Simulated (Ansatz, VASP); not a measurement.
**C: VASP beside Ansatz**

Contents of INCAR:

```
SYSTEM = C
PREC     = Accurate       ! precision mode
ENCUT    = 520            ! plane-wave cutoff, eV
EDIFF    = 1E-6           ! SCF threshold, eV
ISMEAR   = 0              ! smearing method
SIGMA    = 0.15           ! smearing width, eV
LREAL    = .False.        ! projectors in reciprocal space
LASPH    = .True.         ! aspherical terms in the spheres
NELM     = 60             ! most SCF steps
ALGO     = Normal         ! electronic algorithm
ISIF     = 2              ! what is computed and relaxed
LWAVE    = .False.        ! write WAVECAR
LCHARG   = .True.         ! write CHGCAR
GGA      = PS             ! functional
IVDW     = 12             ! dispersion correction
LELF     = .True.         ! ELF
LVHAR    = .True.       
NBANDS   = 16             ! bands
```

KPOINTS

```
Automatic mesh
0
Gamma
  21 21 8
  0 0 0
```

POSCAR

```
C
1.0
    2.4380059557      0.0000000000      0.0000000000
   -1.2190029779      2.1113750922      0.0000000000
    0.0000000000      0.0000000000      6.8490901314
C
4
Direct
    0.0000000000      0.0000000000      0.0025000000
    0.0000000000      0.0000000000      0.5025000000
    0.3333333333      0.6666666667      0.0025000000
    0.6666666667      0.3333333333      0.5025000000
```

Input for Ansatz:

```yaml
crystal:
  lattice:
    - [2.4380059557, 0.0, 0.0]
    - [-1.2190029779, 2.1113750922, 0.0]
    - [0.0, 0.0, 6.8490901314]
  atoms:
    - { symbol: C, position: [0.0, 0.0, 0.0025] }
    - { symbol: C, position: [0.0, 0.0, 0.5025] }
    - { symbol: C, position: [0.3333333333, 0.6666666667, 0.0025] }
    - { symbol: C, position: [0.6666666667, 0.3333333333, 0.5025] }
basis:
  ecutwfc: 520.0
kpoints:
  mp_grid: { grid: [21, 21, 8] }
hamiltonian:
  xc: pbesol
  pseudopotentials: { kind: paw, azcp: { folder: soft_1 } }
  dispersion: d3bj
scf:
  occupations: { method: gaussian, width: 0.15 }
output:
  forces: true
  stress: true
  eigenvalues: true
```

Alike in both runs: task single point; functional PBEsol; dispersion D3(BJ); k mesh 21 × 21 × 8; occupations gaussian, width 0.15 eV; no spin polarisation.

|  | VASP | Ansatz |
| --- | --- | --- |
| version | VASP 6.6.1 | Ansatz 0.2.0 |
| potentials or method | VASP PAW PBE potentials, release 64 (C), cutoff 520 eV | scalar-relativistic, plane waves, PAW |
| valence electrons in the cell | 16 | 16 |

Ansatz gave:

```
gap on the k mesh at the Fermi level (eV)                     : none
pressure (GPa)                                                : 7.0
traceless stress, the component that is largest in VASP (GPa) : -8.19
```

Q: Estimate VASP's values.

A: gap on the k mesh at the Fermi level (eV): none; pressure (GPa): 7.7; traceless stress, the component that is largest in VASP (GPa): -9.03.

VASP's potentials were made for PBE, not for PBEsol, and Ansatz warns of the same on its side. A gap of «none» marks a metal or a gap that the smearing closes.
